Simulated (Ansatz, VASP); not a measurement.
# Two plane-wave programs on Ag2Ru

```
Ag Ru
1.0
     0.00000    3.10136    3.10136
     3.10136    0.00000    3.10136
     3.10136    3.10136    0.00000
Ag Ru
2 1
Direct
  0.25000 0.25000 0.25000
  0.75000 0.75000 0.75000
  0.00000 0.00000 0.00000
```

Alike in both runs: functional PBE; k mesh 14 × 14 × 14; occupations gaussian, width 0.1 eV; no spin polarisation.

Ansatz relaxed the structure, and its values are those at the end. VASP's run is a single point on that final structure, the one shown.

|  | VASP | Ansatz |
| --- | --- | --- |
| version | VASP 6.6.1 | Ansatz 0.2.0 |
| potentials or method | VASP PAW PBE potentials, release 64 (Ag, Ru_pv), cutoff 520 eV | scalar-relativistic, plane waves, PAW |
| valence electrons in the cell | 36 | 54 |

```tsv
	VASP	Ansatz	Ansatz less VASP
gap on the k mesh at the Fermi level (eV)	none	none	-
pressure (GPa)	-0.1	0.0	+0.07
```

A gap of «none» marks a metal or a gap that the smearing closes. VASP's potentials hold 36 valence electrons a cell and Ansatz's 54, so a difference there can come from the potentials and not from the codes.
